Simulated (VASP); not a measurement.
# GaP (F-43m) in VASP: settings compared

The runs below take GaP through single point, with r2SCAN+D4, r2SCAN+D3(BJ).

Program: VASP 6.6.1. These are calculated values, not measurements. Logs are shortened: lines on timing, memory, paths and dates and some standing lists are left out, and cuts for length are marked.

**The experiment to reproduce.**

From “Stacking defects in GaP nanowires: Electronic structure and optical properties”, 2018, arxiv:1810.01194, for a bulk crystal of GaP at 10 K: band gap 2.34 eV (indirect).

The results are compared with them further down.

### Step 1. The cell of the first run

It takes space group F-43m (No. 216, cubic). Conventional cell: a = 5.430 Å, b = 5.430 Å, c = 5.430 Å, α = 90.00°, β = 90.00°, γ = 90.00°. Ga (site symmetry -43m) has 4 P at 2.35 Å within 3.1 Å. Within 3.1 Å of P (site symmetry -43m) lie 4 Ga at 2.35 Å.

### Step 2. Single point, r2SCAN+D4

File POSCAR:

```
GaP
1.0
    0.0000000000      2.7150735732      2.7150735732
    2.7150735732      0.0000000000      2.7150735732
    2.7150735732      2.7150735732      0.0000000000
Ga P
1 1
Direct
    0.0000000000      0.0000000000      0.0000000000
    0.7500000000      0.7500000000      0.7500000000
```

File INCAR.step1:

```
SYSTEM = GaP
ALGO = Normal
EDIFF = 1E-4
ENCUT = 520
GGA = PE
ISMEAR = 0
LASPH = .TRUE.
LCHARG = .FALSE.
LREAL = .FALSE.
LWAVE = .TRUE.
NBANDS = 16
NELM = 100
PREC = Accurate
SIGMA = 0.05
```

File INCAR.step2:

```
SYSTEM = GaP
ALGO = Normal
EDIFF = 1E-6
ENCUT = 520
ISIF = 2
ISMEAR = 0
ISTART = 1
IVDW = 13
LASPH = .TRUE.
LCHARG = .FALSE.
LMIXTAU = .TRUE.
LREAL = .FALSE.
LWAVE = .FALSE.
METAGGA = R2SCAN
NBANDS = 16
NELM = 100
PREC = Accurate
SIGMA = 0.05
VDW_A1 = 0.51559235
VDW_A2 = 5.77342911
VDW_S6 = 1.0
VDW_S8 = 0.6018749
```

File KPOINTS:

```
k-points
0
G
  8 8 8
  0 0 0
```

Potentials or basis: VASP PAW PBE potentials, release 64 (Ga_d, P).

The run is started by

```console
cat potpaw_PBE.64/Ga_d/POTCAR potpaw_PBE.64/P/POTCAR > POTCAR
cp INCAR.step1 INCAR
mpirun -np 1 vasp_std > vasp.out
cp INCAR.step2 INCAR
mpirun -np 1 vasp_std > vasp.out
```

OUTCAR:

```text
SYSTEM = GaP
   EDIFF = 1E-6
   ENCUT = 520
   ISIF = 2
   ISMEAR = 0
   ISTART = 1
   IVDW = 13
   LASPH = .TRUE.
   LREAL = .FALSE.
   METAGGA = R2SCAN
   NELM = 100
   PREC = Accurate

 ion  position               nearest neighbor table
   1  0.000  0.000  0.000-   2 2.35   2 2.35   2 2.35   2 2.35
   2  0.750  0.750  0.750-   1 2.35   1 2.35   1 2.35   1 2.35

  LATTYP: Found a face centered cubic cell.
 ALAT       =     5.4301471464

  Lattice vectors:

 A1 = (   0.0000000000,   2.7150735732,   2.7150735732)
 A2 = (   2.7150735732,   0.0000000000,   2.7150735732)
 A3 = (   2.7150735732,   2.7150735732,   0.0000000000)

Analysis of symmetry for initial positions (statically):
=====================================================================
 Subroutine PRICEL returns:
 Original cell was already a primitive cell.

 Routine SETGRP: Setting up the symmetry group for a
 face centered cubic supercell.

 Subroutine GETGRP returns: Found 24 space group operations
 (whereof 24 operations were pure point group operations)
 out of a pool of 48 trial point group operations.

The static configuration has the point symmetry T_d .

Analysis of symmetry for dynamics (positions and initial velocities):
=====================================================================
 Subroutine PRICEL returns:
 Original cell was already a primitive cell.

 Routine SETGRP: Setting up the symmetry group for a
 face centered cubic supercell.

 Subroutine GETGRP returns: Found 24 space group operations
 (whereof 24 operations were pure point group operations)
 out of a pool of 48 trial point group operations.

The dynamic configuration has the point symmetry T_d .

 Subroutine INISYM returns: Found 24 space group operations
 (whereof 24 operations are pure point group operations),
 and found     1 'primitive' translations

----------------------------------------------------------------------------------------

                                     Primitive cell

  volume of cell :      40.0290

  direct lattice vectors                    reciprocal lattice vectors
     0.000000000  2.715073573  2.715073573    -0.184157072  0.184157072  0.184157072
     2.715073573  0.000000000  2.715073573     0.184157072 -0.184157072  0.184157072
     2.715073573  2.715073573  0.000000000     0.184157072  0.184157072 -0.184157072

  length of vectors
     3.839693870  3.839693870  3.839693870     0.318969406  0.318969406  0.318969406

  position of ions in fractional coordinates (direct lattice)
     0.000000000  0.000000000  0.000000000
     0.750000000  0.750000000  0.750000000

  ion indices of the primitive-cell ions
   primitive index   ion index
                 1           1
                 2           2

----------------------------------------------------------------------------------------

 KPOINTS: k-points

Automatic generation of k-mesh.
 Grid dimensions read from file:
 generate k-points for:    8    8    8

 Generating k-lattice:

  Cartesian coordinates                     Fractional coordinates (reciprocal lattice)
    -0.023019634  0.023019634  0.023019634     0.125000000  0.000000000  0.000000000
     0.023019634 -0.023019634  0.023019634     0.000000000  0.125000000  0.000000000
     0.023019634  0.023019634 -0.023019634     0.000000000  0.000000000  0.125000000

  Length of vectors
     0.039871176  0.039871176  0.039871176

  Shift w.r.t. Gamma in fractional coordinates (k-lattice)
     0.000000000  0.000000000  0.000000000

 Subroutine IBZKPT returns following result:
 ===========================================

 Found     29 irreducible k-points:

 Following reciprocal coordinates:
            Coordinates               Weight
  0.000000  0.000000  0.000000      1.000000
  0.125000  0.000000  0.000000      8.000000
  0.250000  0.000000  0.000000      8.000000
  0.375000  0.000000  0.000000      8.000000
  0.500000  0.000000  0.000000      4.000000
  0.125000  0.125000  0.000000      6.000000
[... 16 lines left out ...]
  0.500000  0.250000  0.125000     48.000000
 -0.375000  0.250000  0.125000     24.000000
 [... further k-points ...]
   k-points           NKPTS =     29   k-points in BZ     NKDIM =     29   number of bands    NBANDS=     16
   number of dos      NEDOS =    301   number of ions     NIONS =      2
   total plane-waves  NPLWV =  27000
   dimension x,y,z NGX =    30 NGY =   30 NGZ =   30
   dimension x,y,z NGXF=    60 NGYF=   60 NGZF=   60
   ions per type =               1   1
   NGX,Y,Z   is equivalent  to a cutoff of  12.99, 12.99, 12.99 a.u.
   NGXF,Y,Z  is equivalent  to a cutoff of  25.98, 25.98, 25.98 a.u.
 SYSTEM =  GaP
   PREC   = accura    normal or accurate (medium, high low for compatibility)
   ISTART =      1    job   : 0-new  1-cont  2-samecut
   ICHARG =      0    charge: 1-file 2-atom 10-const
   ISPIN  =      1    spin polarized calculation?
   LNONCOLLINEAR =      F non collinear calculations
   LSORBIT =      F    spin-orbit coupling
   LASPH  =      T    aspherical Exc in radial PAW
   ENCUT  =  520.0 eV  38.22 Ry    6.18 a.u.   7.14  7.14  7.14*2*pi/ulx,y,z
   NELM   =    100;   NELMIN=  2; NELMDL=  0     # of ELM steps
   EDIFF  = 0.1E-05   stopping-criterion for ELM
   LREAL  =      F    real-space projection
   EDIFFG = 0.1E-04   stopping-criterion for IOM
   NSW    =      0    number of steps for IOM
   IBRION =     -1    ionic relax: 0-MD 1-quasi-New 2-CG
   NFREE  =      0    steps in history (QN), initial steepest desc. (CG)
   ISIF   =      2    stress and relaxation
   ISYM   =      2    0-nonsym 1-usesym 2-fastsym
   POTIM  = 0.5000    time-step for ionic-motion
   TEBEG  =    0.0;   TEEND  =   0.0 temperature during run
   PSTRESS=    0.0 pullay stress
   NELECT =      18.0000    total number of electrons
   NUPDOWN=      -1.0000    fix difference up-down
   EMIN   =  10.00;   EMAX   =-10.00  energy-range for DOS
   EFERMI =   0.00;   METHOD = LEGACY
   ISMEAR =     0;   SIGMA  =   0.05  broadening in eV -4-tet -1-fermi 0-gaus
   EFERMI_NEDOS =   21; number of points for ismear=-14 and -15
   IALGO  =     38    algorithm
   IMIX   =      4    mixing-type and parameters
     AMIX     =   0.40;   BMIX     =  1.00
     AMIX_MAG =   1.60;   BMIX_MAG =  1.00
  volume/ion in A,a.u.               =      20.01       135.06
  Fermi-wavevector in a.u.,A,eV,Ry     =   1.254221  2.370134 21.402921  1.573070
  Thomas-Fermi vector in A             =   2.388036
   LORBIT       =      0    0 simple, 1 ext, 2 COOP (PROOUT), +10 PAW based schemes
   METAGGA = R2SCAN    functional components
   LHFCALC =     F    Hartree Fock is set to
   AEXX    =    0.0000 exact exchange contribution
   IVDW    =    13    specifies the selected vdW correction
   LEPSILON=     F    determine dielectric tensor
   LRPA    =     F    only Hartree local field effects (RPA)
 non-spin polarized calculation
 Gauss-broadening in eV      SIGMA  =   0.05
  energy-cutoff  :      520.00
  volume of cell :       40.03
 maximum number of plane-waves:      1090
 NGX is ok and might be reduce to    30
   NGX = 15   NGY = 15   NGZ = 15

 number of electron      17.9999987 magnetization

 Free energy of the ion-electron system (eV)
  ---------------------------------------------------
  ext. energy  EPLUGINS =         0.00000000
  ---------------------------------------------------
  free energy    TOTEN  =       -21.46172733 eV

  energy without entropy =      -21.46172733  energy(sigma->0) =      -21.46172733

 E-fermi :   4.7999     XC(G=0): -10.6039

 val. band max:        4.5782761331   @ k =   0.0000   0.0000   0.0000
 cond. band min:       6.4630998798   @ k =   0.3750   0.3750   0.0000
 fundamental gap:      1.8848237467
 Fermi energy:         4.7999377973

 k-point     1 :       0.0000    0.0000    0.0000
  band No.  band energies     occupation
      1     -10.4301      2.00000
      2     -10.4301      2.00000
      3     -10.4301      2.00000
      4     -10.3128      2.00000
      5     -10.3128      2.00000
      6      -8.5312      2.00000
[... 8 lines left out ...]
     15      14.8660      0.00000
     16      14.8660      0.00000

 k-point     2 :       0.1250    0.0000    0.0000
  band No.  band energies     occupation
      1     -10.4473      2.00000
      2     -10.4248      2.00000
      3     -10.4248      2.00000
      4     -10.3128      2.00000
      5     -10.3128      2.00000
      6      -8.3142      2.00000
[... 8 lines left out ...]
     15      14.2334      0.00000
     16      15.0133      0.00000

 k-point     3 :       0.2500    0.0000    0.0000
  band No.  band energies     occupation
      1     -10.4837      2.00000
      2     -10.4135      2.00000
      3     -10.4135      2.00000
      4     -10.3114      2.00000
      5     -10.3114      2.00000
      6      -7.7025      2.00000
[... 8 lines left out ...]
     15      14.0602      0.00000
     16      15.1756      0.00000

 k-point     4 :       0.3750    0.0000    0.0000
  band No.  band energies     occupation
      1     -10.5153      2.00000
      2     -10.4046      2.00000
      3     -10.4046      2.00000
      4     -10.3075      2.00000
      5     -10.3075      2.00000
      6      -6.8522      2.00000
[... 8 lines left out ...]
     15      15.3475      0.00000
     16      15.3475      0.00000

 k-point     5 :       0.5000    0.0000    0.0000
  band No.  band energies     occupation
      1     -10.5273      2.00000
      2     -10.4017      2.00000
      3     -10.4017      2.00000
      4     -10.3050      2.00000
      5     -10.3050      2.00000
      6      -6.3309      2.00000
[... 8 lines left out ...]
     15      16.9450      0.00000
     16      16.9450      0.00000

 k-point     6 :       0.1250    0.1250    0.0000
  band No.  band energies     occupation
      1     -10.4575      2.00000
      2     -10.4199      2.00000
      3     -10.4199      2.00000
      4     -10.3173      2.00000
      5     -10.3092      2.00000
      6      -8.2425      2.00000
[... 8 lines left out ...]
     15      15.1251      0.00000
     16      15.3949      0.00000

 k-point     7 :       0.2500    0.1250    0.0000
  band No.  band energies     occupation
      1     -10.4860      2.00000
      2     -10.4103      2.00000
      3     -10.4080      2.00000
      4     -10.3207      2.00000
      5     -10.3059      2.00000
      6      -7.7617      2.00000
[... 8 lines left out ...]
     15      15.1423      0.00000
     16      16.4651      0.00000

 k-point     8 :       0.3750    0.1250    0.0000
  band No.  band energies     occupation
      1     -10.5140      2.00000
      2     -10.4025      2.00000
      3     -10.3980      2.00000
      4     -10.3188      2.00000
      5     -10.3030      2.00000
      6      -6.9724      2.00000
[... 8 lines left out ...]
     15      16.0833      0.00000
     16      16.1365      0.00000

 k-point     9 :       0.5000    0.1250    0.0000
  band No.  band energies     occupation
      1     -10.5289      2.00000
      2     -10.3988      2.00000
      3     -10.3945      2.00000
      4     -10.3124      2.00000
      5     -10.3035      2.00000
      6      -6.2478      2.00000
[... 8 lines left out ...]
     15      16.9488      0.00000
     16      17.3685      0.00000
[... 172 lines left out ...]
 k-point    19 :       0.5000    0.3750    0.0000
  band No.  band energies     occupation
      1     -10.5574      2.00000
      2     -10.3671      2.00000
      3     -10.3627      2.00000
      4     -10.3448      2.00000
      5     -10.2921      2.00000
      6      -5.6092      2.00000
[... 8 lines left out ...]
     15      17.2803      0.00000
     16      18.6735      0.00000

 k-point    20 :      -0.3750    0.3750    0.0000
  band No.  band energies     occupation
      1     -10.5494      2.00000
      2     -10.3776      2.00000
      3     -10.3673      2.00000
      4     -10.3341      2.00000
      5     -10.2990      2.00000
      6      -5.4166      2.00000
[... 8 lines left out ...]
     15      15.5751      0.00000
     16      20.3015      0.00000

 k-point    21 :       0.5000    0.5000    0.0000
  band No.  band energies     occupation
      1     -10.5658      2.00000
      2     -10.3572      2.00000
      3     -10.3572      2.00000
      4     -10.3522      2.00000
      5     -10.2885      2.00000
      6      -5.3802      2.00000
[... 8 lines left out ...]
     15      17.6385      0.00000
     16      18.3110      0.00000

 k-point    22 :       0.3750    0.2500    0.1250
  band No.  band energies     occupation
      1     -10.5103      2.00000
      2     -10.4000      2.00000
      3     -10.3957      2.00000
      4     -10.3246      2.00000
      5     -10.3028      2.00000
      6      -7.1845      2.00000
[... 8 lines left out ...]
     15      16.3838      0.00000
     16      17.8349      0.00000

 k-point    23 :       0.5000    0.2500    0.1250
  band No.  band energies     occupation
      1     -10.5283      2.00000
      2     -10.3951      2.00000
      3     -10.3855      2.00000
      4     -10.3224      2.00000
      5     -10.3029      2.00000
      6      -6.3845      2.00000
[... 8 lines left out ...]
     15      16.8753      0.00000
     16      18.1760      0.00000

 k-point    24 :      -0.3750    0.2500    0.1250
  band No.  band energies     occupation
      1     -10.5349      2.00000
      2     -10.3941      2.00000
      3     -10.3818      2.00000
      4     -10.3185      2.00000
      5     -10.3048      2.00000
      6      -5.9013      2.00000
[... 8 lines left out ...]
     15      17.2890      0.00000
     16      17.8994      0.00000

 [... further k-points ...]

------------------------ aborting loop because EDIFF is reached ----------------------------------------

  DFT-D4 for vdW energy calculation

  Edisp (eV):   -0.29415

  FORCE on cell =-STRESS in cart. coord.  units (eV):
  Direction    XX          YY          ZZ          XY          YZ          ZX
  --------------------------------------------------------------------------------------
  -------------------------------------------------------------------------------------
  Total      -0.01297    -0.01297    -0.01297     0.00000     0.00000     0.00000
  in kB      -0.51930    -0.51930    -0.51930     0.00000     0.00000     0.00000
  external pressure =       -0.52 kB  Pullay stress =        0.00 kB

 VOLUME and BASIS-vectors are now :
 -----------------------------------------------------------------------------
  energy-cutoff  :      520.00
  volume of cell :       40.03
      direct lattice vectors                 reciprocal lattice vectors
     0.000000000  2.715073573  2.715073573    -0.184157072  0.184157072  0.184157072
     2.715073573  0.000000000  2.715073573     0.184157072 -0.184157072  0.184157072
     2.715073573  2.715073573  0.000000000     0.184157072  0.184157072 -0.184157072

 POSITION                                       TOTAL-FORCE (eV/Angst)
 -----------------------------------------------------------------------------------
      0.00000      0.00000      0.00000        -0.000000     -0.000000     -0.000000
      4.07261      4.07261      4.07261         0.000000      0.000000      0.000000
 -----------------------------------------------------------------------------------
    total drift:                               -0.000012     -0.000012     -0.000012

  FREE ENERGIE OF THE ION-ELECTRON SYSTEM (eV)
  ---------------------------------------------------
  free  energy   TOTEN  =       -21.7558741839 eV

  energy  without entropy=      -21.7558741839  energy(sigma->0) =      -21.75587418
```

It took 2.5 min on 1 thread of AMD EPYC 7R13, shared host; peak memory 0.15 GiB.

What came out:

| Item | Value |
| --- | --- |
| Free energy | -21.7559 eV |
| Pressure | -0.1 GPa |
| Band gap on the k mesh | 1.88 eV, indirect (least direct gap 2.44 eV) |
| Dispersion energy per atom | -0.147 eV |

Caveat: the PAW data sets were made with another functional, which shifts forces and pressure a little.

### Step 3. Single point, r2SCAN+D3(BJ)

This run uses another cell than the first one, of 20.24 Å³/atom, 1.011 times its volume.

File POSCAR:

```
GaP
1.0
    0.0000000000      2.7252500963      2.7252500963
    2.7252500963      0.0000000000      2.7252500963
    2.7252500963      2.7252500963      0.0000000000
Ga P
1 1
Direct
    0.0000000000      0.0000000000      0.0000000000
    0.7500000000      0.7500000000      0.7500000000
```

File INCAR.step1:

```
SYSTEM = GaP
PREC = Accurate
ENCUT = 520
ISMEAR = 0
SIGMA = 0.05
LREAL = .False.
LASPH = .True.
NELM = 80
NBANDS = 16
GGA = PE
ALGO = Normal
EDIFF = 1E-4
LWAVE = .True.
LCHARG = .False.
```

File INCAR.step2:

```
SYSTEM = GaP
PREC = Accurate
ENCUT = 520
EDIFF = 1E-6
ISMEAR = 0
SIGMA = 0.05
LREAL = .False.
LASPH = .True.
NELM = 80
ALGO = Normal
ISIF = 2
LWAVE = .False.
LCHARG = .False.
METAGGA = R2SCAN
LMIXTAU = .True.
IVDW = 12
VDW_S6 = 1.0
VDW_S8 = 0.78981345
VDW_A1 = 0.49484001
VDW_A2 = 5.73083694
NBANDS = 16
ISTART = 1
```

File KPOINTS:

```
Automatic mesh
0
Gamma
  8 8 8
  0 0 0
```

Potentials or basis: VASP PAW PBE potentials, release 64 (Ga_d, P).

The run is started by

```console
cat potpaw_PBE.64/Ga_d/POTCAR potpaw_PBE.64/P/POTCAR > POTCAR
cp INCAR.step1 INCAR
mpirun -np 1 vasp_std > vasp.out
cp INCAR.step2 INCAR
mpirun -np 1 vasp_std > vasp.out
```

It took 2.4 min on 1 thread of AMD EPYC 7R13, shared host; peak memory 0.16 GiB.

It converged, with:

* Free energy: -21.7616 eV
* Pressure: -1.2 GPa
* Band gap on the k mesh: 1.90 eV, indirect (least direct gap 2.34 eV)
* Dispersion energy per atom: -0.149 eV

Levels at points of the mesh, in eV from the valence-band top:
| k point | band 7 | band 8 | band 9 | band 10 | band 11 | band 12 |
| --- | --- | --- | --- | --- | --- | --- |
| (0.00, 0.00, 0.00) | 0.00 | 0.00 | 0.00 | 2.34 | 4.19 | 4.19 |
| (0.50, 0.00, 0.00) | -6.84 | -1.17 | -1.17 | 2.04 | 5.06 | 5.06 |
| (0.50, 0.50, 0.00) | -6.96 | -2.80 | -2.80 | 1.91 | 2.10 | 11.35 |

Caveat: three body term missing; the PAW data sets were made with another functional, which shifts forces and pressure a little.

[end of part 1 of 2]
